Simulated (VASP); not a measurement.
# KF (I4/mmm) in VASP: single point with HSE06

Aim: the single point of KF with HSE06.

All numbers are computed with VASP 6.6.1; they aren't measurements. Logs are shortened: lines on timing, memory, paths and dates and some standing lists are left out, and cuts for length are marked.

## 1. The cell of the first run

The structure is tetragonal, space group I4/mmm (No. 139). Conventional cell: a = 3.703 Å, b = 3.703 Å, c = 5.349 Å, α = 90.00°, β = 90.00°, γ = 90.00°. K (site symmetry 4/mmm) has 6 F at 2.62 to 2.67 Å within 3.5 Å. Within 3.5 Å of F (site symmetry 4/mmm) lie 6 K at 2.62 to 2.67 Å.

## 2. Single point, HSE06 (epitaxial xy strain -1.5%)

The input, POSCAR:

```
KF
1.0
    0.0000000000      2.6182784824      2.6743553063
    2.6182784824      0.0000000000      2.6743553063
    2.6182784824      2.6182784824      0.0000000000
K F
1 1
Direct
    0.0000000000      0.0000000000      0.0000000000
    0.5000000000      0.5000000000      0.5000000000
```

The input, INCAR.step1:

```
SYSTEM = KF
ALGO = Normal
EDIFF = 1E-5
ENCUT = 520
GGA = PE
GGA_COMPAT = .False.
ISIF = 2
ISMEAR = 0
LASPH = .True.
LREAL = .False.
LWAVE = .True.
NBANDS = 15
NELM = 120
PREC = Accurate
SIGMA = 0.01
```

The input, INCAR.step2:

```
SYSTEM = KF
ALGO = Normal
EDIFF = 1E-6
ENCUT = 520
GGA = PE
GGA_COMPAT = .False.
HFSCREEN = 0.2079
ISIF = 2
ISMEAR = 0
ISTART = 1
LASPH = .True.
LCHARG = .True.
LELF = .True.
LHFCALC = .True.
LREAL = .False.
LVHAR = .True.
LWAVE = .False.
NBANDS = 15
NELM = 120
PREC = Accurate
PRECFOCK = Normal
SIGMA = 0.01
```

The input, KPOINTS:

```
k-points
0
Gamma
  6 6 6
  0 0 0
```

Potentials or basis: VASP PAW PBE potentials, release 64 (K_sv, F).

On the command line:

```
$ cat potpaw_PBE.64/K_sv/POTCAR potpaw_PBE.64/F/POTCAR > POTCAR
$ cp INCAR.step1 INCAR
$ mpirun -np 1 vasp_std > vasp.out
$ cp INCAR.step2 INCAR
$ mpirun -np 1 vasp_std > vasp.out
```

OUTCAR:

```text
SYSTEM = KF
   EDIFF = 1E-6
   ENCUT = 520
   GGA = PE
   HFSCREEN = 0.2079
   ISIF = 2
   ISMEAR = 0
   ISTART = 1
   LASPH = .True.
   LHFCALC = .True.
   LREAL = .False.
   NELM = 120
   PREC = Accurate
   PRECFOCK = Normal

 ion  position               nearest neighbor table
   1  0.000  0.000  0.000-   2 2.62   2 2.62   2 2.62   2 2.62   2 2.67   2 2.67
   2  0.500  0.500  0.500-   1 2.62   1 2.62   1 2.62   1 2.62   1 2.67   1 2.67

  LATTYP: Found a body centered tetragonal cell.
 ALAT       =     3.7028049399
 C/A-ratio  =     1.4445023974

  Lattice vectors:

 A1 = (  -2.6182784824,   0.0000000000,   2.6743553063)
 A2 = (   2.6182784824,   0.0000000000,   2.6743553063)
 A3 = (   0.0000000000,   2.6182784824,  -2.6743553063)

Analysis of symmetry for initial positions (statically):
=====================================================================
 Subroutine PRICEL returns:
 Original cell was already a primitive cell.

 Routine SETGRP: Setting up the symmetry group for a
 body centered tetragonal supercell.

 Subroutine GETGRP returns: Found 16 space group operations
 (whereof 16 operations were pure point group operations)
 out of a pool of 16 trial point group operations.

The static configuration has the point symmetry D_4h.

Analysis of symmetry for dynamics (positions and initial velocities):
=====================================================================
 Subroutine PRICEL returns:
 Original cell was already a primitive cell.

 Routine SETGRP: Setting up the symmetry group for a
 body centered tetragonal supercell.

 Subroutine GETGRP returns: Found 16 space group operations
 (whereof 16 operations were pure point group operations)
 out of a pool of 16 trial point group operations.

The dynamic configuration has the point symmetry D_4h.

 Subroutine INISYM returns: Found 16 space group operations
 (whereof 16 operations are pure point group operations),
 and found     1 'primitive' translations

----------------------------------------------------------------------------------------

                                     Primitive cell

  volume of cell :      36.6675

  direct lattice vectors                    reciprocal lattice vectors
     0.000000000  2.618278482  2.674355306    -0.190965172  0.190965172  0.186960947
     2.618278482  0.000000000  2.674355306     0.190965172 -0.190965172  0.186960947
     2.618278482  2.618278482  0.000000000     0.190965172  0.190965172 -0.186960947

  length of vectors
     3.742667300  3.742667300  3.702804940     0.328465811  0.328465811  0.328465811

  position of ions in fractional coordinates (direct lattice)
     0.000000000  0.000000000  0.000000000
     0.500000000  0.500000000  0.500000000

  ion indices of the primitive-cell ions
   primitive index   ion index
                 1           1
                 2           2

----------------------------------------------------------------------------------------

 KPOINTS: k-points

Automatic generation of k-mesh.
 Grid dimensions read from file:
 generate k-points for:    6    6    6

 Generating k-lattice:

  Cartesian coordinates                     Fractional coordinates (reciprocal lattice)
    -0.031827529  0.031827529  0.031160158     0.166666667 -0.000000000  0.000000000
     0.031827529 -0.031827529  0.031160158    -0.000000000  0.166666667  0.000000000
     0.031827529  0.031827529 -0.031160158     0.000000000  0.000000000  0.166666667

  Length of vectors
     0.054744302  0.054744302  0.054744302

  Shift w.r.t. Gamma in fractional coordinates (k-lattice)
     0.000000000  0.000000000  0.000000000

 Subroutine IBZKPT returns following result:
 ===========================================

 Found     30 irreducible k-points:

 Following reciprocal coordinates:
            Coordinates               Weight
  0.000000  0.000000  0.000000      1.000000
  0.166667 -0.000000  0.000000      8.000000
  0.333333  0.000000  0.000000      8.000000
  0.500000 -0.000000  0.000000      4.000000
  0.166667  0.166667  0.000000      2.000000
  0.333333  0.166667  0.000000      8.000000
[... 16 lines left out ...]
  0.333333  0.000000  0.333333      4.000000
  0.500000  0.000000  0.333333     16.000000
 [... further k-points ...]
   k-points           NKPTS =     30   k-points in BZ     NKDIM =    216   number of bands    NBANDS=     15
   number of dos      NEDOS =    301   number of ions     NIONS =      2
   total plane-waves  NPLWV =  21952
   dimension x,y,z NGX =    28 NGY =   28 NGZ =   28
   dimension x,y,z NGXF=    56 NGYF=   56 NGZF=   56
   ions per type =               1   1
   NGX,Y,Z   is equivalent  to a cutoff of  12.44, 12.44, 12.57 a.u.
   NGXF,Y,Z  is equivalent  to a cutoff of  24.87, 24.87, 25.14 a.u.
 SYSTEM =  KF
   PREC   = accura    normal or accurate (medium, high low for compatibility)
   ISTART =      1    job   : 0-new  1-cont  2-samecut
   ICHARG =      0    charge: 1-file 2-atom 10-const
   ISPIN  =      1    spin polarized calculation?
   LNONCOLLINEAR =      F non collinear calculations
   LSORBIT =      F    spin-orbit coupling
   LASPH  =      T    aspherical Exc in radial PAW
   ENCUT  =  520.0 eV  38.22 Ry    6.18 a.u.   6.96  6.96  6.88*2*pi/ulx,y,z
   NELM   =    120;   NELMIN=  2; NELMDL=  0     # of ELM steps
   EDIFF  = 0.1E-05   stopping-criterion for ELM
   LREAL  =      F    real-space projection
   EDIFFG = 0.1E-04   stopping-criterion for IOM
   NSW    =      0    number of steps for IOM
   IBRION =     -1    ionic relax: 0-MD 1-quasi-New 2-CG
   NFREE  =      0    steps in history (QN), initial steepest desc. (CG)
   ISIF   =      2    stress and relaxation
   ISYM   =      3    0-nonsym 1-usesym 2-fastsym
   POTIM  = 0.5000    time-step for ionic-motion
   TEBEG  =    0.0;   TEEND  =   0.0 temperature during run
   PSTRESS=    0.0 pullay stress
   NELECT =      16.0000    total number of electrons
   NUPDOWN=      -1.0000    fix difference up-down
   EMIN   =  10.00;   EMAX   =-10.00  energy-range for DOS
   EFERMI =   0.00;   METHOD = LEGACY
   ISMEAR =     0;   SIGMA  =   0.01  broadening in eV -4-tet -1-fermi 0-gaus
   EFERMI_NEDOS =   21; number of points for ismear=-14 and -15
   IALGO  =     38    algorithm
   IMIX   =      1    mixing-type and parameters
     AMIX     =   0.40;   BMIX     =  1.00
     AMIX_MAG =   1.60;   BMIX_MAG =  1.00
  volume/ion in A,a.u.               =      18.33       123.72
  Fermi-wavevector in a.u.,A,eV,Ry     =   1.241713  2.346497 20.978159  1.541851
  Thomas-Fermi vector in A             =   2.376099
   LORBIT       =      0    0 simple, 1 ext, 2 COOP (PROOUT), +10 PAW based schemes
   GGA     = PE    functional components
   LHFCALC =     T    Hartree Fock is set to
   PRECFOCK=normal    Normal, Fast or Accurate (Low or Medium for compatibility)
   ENCUT4O =  -1.0   cutoff for four orbital integrals eV
   NKREDX  =     1    reduce k-point grid by
   NKREDY  =     1    reduce k-point grid by
   NKREDZ  =     1    reduce k-point grid by
   AEXX    =    0.2500 exact exchange contribution
   HFSCREEN=    0.2079 screening length (either q_TF or 0.3 A-1)
   HFSCREENC=   0.2079 screening length for correlation (either q_TF or 0.3 A-1)
   ENCUTFOCK=  -1.0 apply spherical cutoff to Coloumb kernel
   IVDW    =     0    specifies the selected vdW correction
   LEPSILON=     F    determine dielectric tensor
   LRPA    =     F    only Hartree local field effects (RPA)
 non-spin polarized calculation
 Gauss-broadening in eV      SIGMA  =   0.01
  energy-cutoff  :      520.00
  volume of cell :       36.67
 maximum number of plane-waves:       998
  NGX = 24; NGY = 24; NGZ = 24

 number of electron      16.0000014 magnetization

 Free energy of the ion-electron system (eV)
  ---------------------------------------------------
  ext. energy  EPLUGINS =         0.00000000
  ---------------------------------------------------
  free energy    TOTEN  =        -9.94919840 eV

  energy without entropy =       -9.94919840  energy(sigma->0) =       -9.94919840

 E-fermi :  -4.1527     XC(G=0):  -7.0841

 val. band max:       -4.2795492394   @ k =   0.0000   0.0000   0.0000
 cond. band min:       4.0963116506   @ k =   0.0000   0.0000   0.0000
 fundamental gap:      8.3758608899
 Fermi energy:        -4.1526587774

 k-point     1 :       0.0000    0.0000    0.0000
  band No.  band energies     occupation
      1     -31.8208      2.00000
      2     -24.5115      2.00000
      3     -13.6810      2.00000
      4     -13.6804      2.00000
      5     -13.6804      2.00000
      6      -4.3114      2.00000
      7      -4.2795      2.00000
      8      -4.2795      2.00000
      9       4.0963      0.00000
     10       8.7603      0.00000
     11       8.8897      0.00000
     12       8.8897      0.00000
     13      10.6276      0.00000
     14      10.8533      0.00000
     15      14.8672      0.00000

 k-point     2 :       0.1667   -0.0000    0.0000
  band No.  band energies     occupation
      1     -31.7906      2.00000
      2     -24.5396      2.00000
      3     -13.7550      2.00000
      4     -13.6922      2.00000
      5     -13.6852      2.00000
      6      -4.5276      2.00000
      7      -4.3960      2.00000
      8      -4.3830      2.00000
      9       4.8730      0.00000
     10       8.3913      0.00000
     11       9.2097      0.00000
     12       9.2897      0.00000
     13      10.9292      0.00000
     14      11.1491      0.00000
     15      16.2764      0.00000
[... 365 lines left out ...]
      3     -14.0520      2.00000
      4     -13.8868      2.00000
      5     -13.8628      2.00000
      6      -4.7294      2.00000
      7      -4.3640      2.00000
      8      -4.3258      2.00000
      9       6.5362      0.00000
     10       7.0460      0.00000
     11      10.8394      0.00000
     12      11.4835      0.00000
     13      11.5179      0.00000
     14      11.7425      0.00000
     15      16.9022      0.00000

 k-point    24 :       0.5000    0.0000    0.3333
  band No.  band energies     occupation
      1     -31.6775      2.00000
      2     -24.5655      2.00000
      3     -14.2136      2.00000
      4     -13.9299      2.00000
      5     -13.8850      2.00000
      6      -4.5691      2.00000
      7      -4.4660      2.00000
      8      -4.4187      2.00000
      9       6.5580      0.00000
     10       8.3013      0.00000
     11       9.9144      0.00000
     12      11.8022      0.00000
     13      12.6037      0.00000
     14      13.1684      0.00000
     15      14.2969      0.00000

 [... further k-points ...]

------------------------ aborting loop because EDIFF is reached ----------------------------------------

  FORCE on cell =-STRESS in cart. coord.  units (eV):
  Direction    XX          YY          ZZ          XY          YZ          ZX
  --------------------------------------------------------------------------------------
  -------------------------------------------------------------------------------------
  Total        0.6028212      0.6028212      0.2683857      0.0000000      0.0000000      0.0000000
  in kB       26.3401531     26.3401531     11.7270626      0.0000000      0.0000000      0.0000000
  external PRESSURE =      21.4691229 kB  Pullay stress =       0.0000000 kB

 VOLUME and BASIS-vectors are now :
 -----------------------------------------------------------------------------
  energy-cutoff  :      520.00
  volume of cell :       36.67
      direct lattice vectors                 reciprocal lattice vectors
     0.000000000  2.618278482  2.674355306    -0.190965172  0.190965172  0.186960947
     2.618278482  0.000000000  2.674355306     0.190965172 -0.190965172  0.186960947
     2.618278482  2.618278482  0.000000000     0.190965172  0.190965172 -0.186960947

 POSITION                                       TOTAL-FORCE (eV/Angst)
 -----------------------------------------------------------------------------------
      0.00000      0.00000      0.00000         0.000000      0.000000      0.000000
      2.61828      2.61828      2.67436         0.000000      0.000000     -0.000000
 -----------------------------------------------------------------------------------
    total drift:                               -0.000000      0.000000      0.000000

  FREE ENERGIE OF THE ION-ELECTRON SYSTEM (eV)
  ---------------------------------------------------
  free  energy   TOTEN  =        -9.9491983978 eV

  energy  without entropy=       -9.9491983978  energy(sigma->0) =       -9.94919840
```

Wall time 55 min (1 thread of Intel Xeon Platinum 8259CL at 2.50GHz (Skylake/Cascade Lake), shared host); peak memory 0.29 GiB.

Results:

| Property | Result |
| --- | --- |
| Free energy | -9.9492 eV |
| Pressure | 2.1 GPa |
| Band gap on the k mesh | 8.38 eV |

Caveat: the cell differs from its parent crystal (epitaxial xy strain -1.5%); the PAW data sets were made with another functional, which shifts forces and pressure a little.
